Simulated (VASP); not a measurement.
Li, 2 atoms in the cell. Symmetry: Fd-3m, No. 227, cubic system. Conventional cell: a = 5.753 Å, b = 5.753 Å, c = 5.753 Å, α = 90.00°, β = 90.00°, γ = 90.00°. Li (site symmetry -43m) has 4 Li at 2.49 Å within 3.3 Å.  This cell differs from its parent crystal: volume scaled by 0.88.

* Program: VASP 6.6.1
* Task: single point
* Functional: RPBE
* Potentials or basis: VASP PAW PBE potentials, release 64 (Li_sv)
* Cutoff: 520 eV
* k mesh: 10 × 10 × 10
* Occupations: fermi-dirac, width 0.1 eV
* Spin: no spin polarisation
* Dipole correction: no
* Further INCAR settings: ALGO = Normal; EDIFF = 1e-07; NBANDS = 10

Potentials or basis: VASP PAW PBE potentials, release 64 (Li_sv).

Launch:

```bash
$ cat potpaw_PBE.64/Li_sv/POTCAR > POTCAR
$ mpirun -np 1 vasp_std > vasp.out
```

Hardware: 1 thread of AMD EPYC 9R45 96-Core Processor (Zen 5), on a shared host.

Problem. Estimate the wall time of this run.

Solution. Wall time 11 s on 1 thread of AMD EPYC 9R45 96-Core Processor (Zen 5), on a shared host, peak memory 0.13 GiB. Counts: scf iterations 13, k points 47.
